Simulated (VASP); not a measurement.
A run of VASP 6.6.1 is set up as follows.

Contents of INCAR:

```
SYSTEM = Pd
ALGO = Normal ; EDIFF = 1E-7
ENCUT = 520 ; GGA = PE
ISIF = 2 ; ISMEAR = -1
LASPH = .TRUE. ; LCHARG = .FALSE.
LREAL = .FALSE. ; LWAVE = .FALSE.
NBANDS = 11 ; NELM = 60
PREC = Accurate ; SIGMA = 0.1
```

KPOINTS

```
k-points
0
G
  9 9 9
  0 0 0
```

POSCAR

```
Pd
1.0
    0.0000000000      1.9716761630      1.9716761630
    1.9716761630      0.0000000000      1.9716761630
    1.9716761630      1.9716761630      0.0000000000
Pd
1
Direct
    0.0000000000      0.0000000000      0.0000000000
```

Potentials or basis: VASP PAW PBE potentials, release 64 (Pd).

The run is started by

```sh
$ cat potpaw_PBE.64/Pd/POTCAR > POTCAR
$ mpirun -np 1 vasp_std > vasp.out
```

(1) What does it give for the band gap on the k mesh?

(2) What does it give for the pressure?

Answers

(1) zero (band 5 reaches 9.30 eV, above the bottom of band 6 at 7.91 eV).

(2) -0.3 GPa.
